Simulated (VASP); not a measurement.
Runs of VASP 6.6.1 on Co. The structure is that of space group Pm-3m (No. 221), or close to it. The cells are those of the table. This isn't the form of Co at room conditions, which is hcp.

```csv
spin,cell,k mesh,gap on the mesh (eV),pressure (GPa),moment (μB)
"collinear, ferromagnetic start","a = 2.417 Å, 1 atom",15 × 15 × 15,none,(a),2.06
"collinear, ferromagnetic start","a = 2.358 Å, 1 atom",15 × 15 × 15,none,-5.8,2.02
"non-collinear, typed start, SOC","a = 2.327 Å, 1 atom",13 × 13 × 13,-,-0.1,2.02
"collinear, ferromagnetic start","a = 2.387 Å, 1 atom",15 × 15 × 15,none,-10.1,(b)
"collinear, ferromagnetic start","a = 2.230 Å, 1 atom",15 × 15 × 15,none,26.7,1.96
"collinear, ferromagnetic start","a = 2.296 Å, 1 atom",15 × 15 × 15,none,6.8,2.00
"collinear, ferromagnetic start","a = 2.327 Å, 1 atom",14 × 14 × 14,none,-0.1,2.03
"collinear, ferromagnetic start","a = 2.263 Å, 1 atom",15 × 15 × 15,none,15.6,1.98
```

Alike in all rows: task single point; level r2SCAN; potentials or basis VASP PAW PBE potentials, release 64 (Co); cutoff (eV) 520; smearing fermi-dirac 0.05 eV.

Fill in the values left out.

(a) -13.5; (b) 2.04.

Caveats: the PAW data sets were made with another functional, which shifts forces and pressure a little; the cell stands under tension (at least some runs); the cell stands under pressure (at least some runs).

A gap of «none» marks levels without a gap at the run's occupations.
